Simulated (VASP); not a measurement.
Write the native input for VASP 6.6.1 that does the following.

```
Task                    : density of states
Functional              : PBE
Potentials or basis     : VASP PAW PBE potentials, release 64 (Si)
Cutoff                  : 520 eV
k mesh                  : 8 × 8 × 8
Occupations             : gaussian, width 0.02 eV
Spin                    : no spin polarisation
Dipole correction       : no
k mesh for the DOS      : 12 × 12 × 12
Occupations for the DOS : tetrahedron
Further INCAR settings  : ALGO = Normal; EDIFF = 1e-06
```

Si:

```xyz
2
Lattice="0.0000 2.7348 2.7348 2.7348 0.0000 2.7348 2.7348 2.7348 0.0000" Properties=species:S:1:pos:R:3 pbc="T T T"
Si    1.3674    1.3674    1.3674
Si    0.0000    0.0000    0.0000
```

One way to write it, as run:

POSCAR

```
Si
1.0
    0.0000000000      2.7347775075      2.7347775075
    2.7347775075      0.0000000000      2.7347775075
    2.7347775075      2.7347775075      0.0000000000
Si
2
Direct
    0.2500000000      0.2500000000      0.2500000000
    0.0000000000      0.0000000000      0.0000000000
```

INCAR.step1

```
PREC = Accurate
ENCUT = 520
EDIFF = 1E-6
ISMEAR = 0
SIGMA = 0.02
LREAL = F
LASPH = T
NELM = 80
ALGO = Normal
ISIF = 2
LWAVE = F
LCHARG = T
GGA = PE
NBANDS = 11
```

KPOINTS.step1

```
regular mesh
0
Gamma
  8 8 8
```

INCAR.step2

```
PREC = Accurate
ENCUT = 520
EDIFF = 1E-6
ISMEAR = -5
SIGMA = 0.02
LREAL = F
LASPH = T
NELM = 80
ALGO = Normal
ISIF = 2
LWAVE = F
LCHARG = F
GGA = PE
LORBIT = 11
NEDOS = 2001
ICHARG = 11
```

KPOINTS.step2

```
regular mesh
0
Gamma
  12 12 12
```

Potentials or basis: VASP PAW PBE potentials, release 64 (Si).

Command:

```sh
$ cat potpaw_PBE.64/Si/POTCAR > POTCAR
$ cp INCAR.step1 INCAR
$ cp KPOINTS.step1 KPOINTS
$ mpirun -np 1 vasp_std > vasp.out
$ cp INCAR.step2 INCAR
$ cp KPOINTS.step2 KPOINTS
$ mpirun -np 1 vasp_std > vasp.out
```

Results of the run:

* Valence electrons inside the program's atomic spheres: Si 1.68

Wall time 16 s on 1 thread of Intel(R) Xeon(R) Platinum 8559C (Emerald Rapids) (shared host), peak memory 0.15 GiB.
